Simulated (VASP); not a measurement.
Set up this calculation in VASP 6.6.1, as the native input.

* Task: relaxation of cell and atoms
* Functional: LDA
* Potentials or basis: VASP PAW LDA potentials, release 64 (Cu)
* Cutoff: 600 eV
* k mesh: 20 × 20 × 20
* Occupations: gaussian, width 0.1 eV
* Spin: no spin polarisation
* Dipole correction: no
* Further INCAR settings: ALGO = Normal; EDIFF = 1e-06; IBRION = 2; EDIFFG = -0.002; NSW = 100; ISIF = 3

The structure of Cu lies in POSCAR:

```
Cu
1.0
    0.0000000000      1.7598111923      1.7598111923
    1.7598111923      0.0000000000      1.7598111923
    1.7598111923      1.7598111923      0.0000000000
Cu
1
Direct
    0.0000000000      0.0000000000      0.0000000000
```

The input as run:

INCAR

```
SYSTEM = Cu
  PREC = Accurate
  ENCUT = 600
  EDIFF = 1E-6
  ISMEAR = 0
  SIGMA = 0.1
  LREAL = .FALSE.
  LASPH = .TRUE.
  NELM = 60
  ALGO = Normal
  ISIF = 3
  LWAVE = .FALSE.
  LCHARG = .FALSE.
  GGA = CA
  IBRION = 2
  NSW = 100
  EDIFFG = -0.002
```

KPOINTS

```
Automatic mesh
0
G
  20 20 20
  0 0 0
```

Potentials or basis: VASP PAW LDA potentials, release 64 (Cu).

The run is started by

```sh
$ cat potpaw_LDA.64/Cu/POTCAR > POTCAR
$ mpirun -np 1 vasp_std > vasp.out
```

It gave:

```json
{
  "Relaxed volume": "10.94 Å³/atom",
  "Relaxed cell": "a = 2.492 Å, b = 2.492 Å, c = 2.492 Å, α = 60.00°, β = 60.00°, γ = 60.00°",
  "Space group after relaxing (to 0.05 Å)": "Fm-3m (No. 225)",
  "Energy gained by relaxing": "0.1 meV/atom",
  "Ionic steps": "3",
  "Pressure after relaxing": "0.0 GPa"
}
```

It took 56 s on 1 thread of Intel(R) Xeon(R) Platinum 8175M CPU @ 2.50GHz (Skylake/Cascade Lake), with other jobs on the host, peak memory 0.15 GiB.
